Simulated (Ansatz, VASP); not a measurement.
# Au: VASP beside Ansatz

```
CELL_PARAMETERS angstrom
0.00000 2.06291 2.06291
2.06291 0.00000 2.06291
2.06291 2.06291 0.00000
ATOMIC_POSITIONS crystal
Au 0.00000 0.00000 0.00000
```

Alike in both runs: task single point; functional PBE; k mesh 14 × 14 × 14; occupations fermi-dirac, width 0.0559 eV; no spin polarisation.

|  | VASP | Ansatz |
| --- | --- | --- |
| version | VASP 6.6.1 | Ansatz 0.2.0 |
| potentials or method | VASP PAW PBE potentials, release 64 (Au), cutoff 500 eV | PAW plane waves |
| valence electrons in the cell | 11 | 19 |

|  | VASP | Ansatz | Ansatz less VASP |
| --- | --- | --- | --- |
| pressure (GPa) | 3.1 | 3.4 | +0.26 |

VASP's potentials hold 11 valence electrons a cell and Ansatz's 19, so a difference there can come from the potentials and not from the codes.

Neither program's run includes spin-orbit coupling.
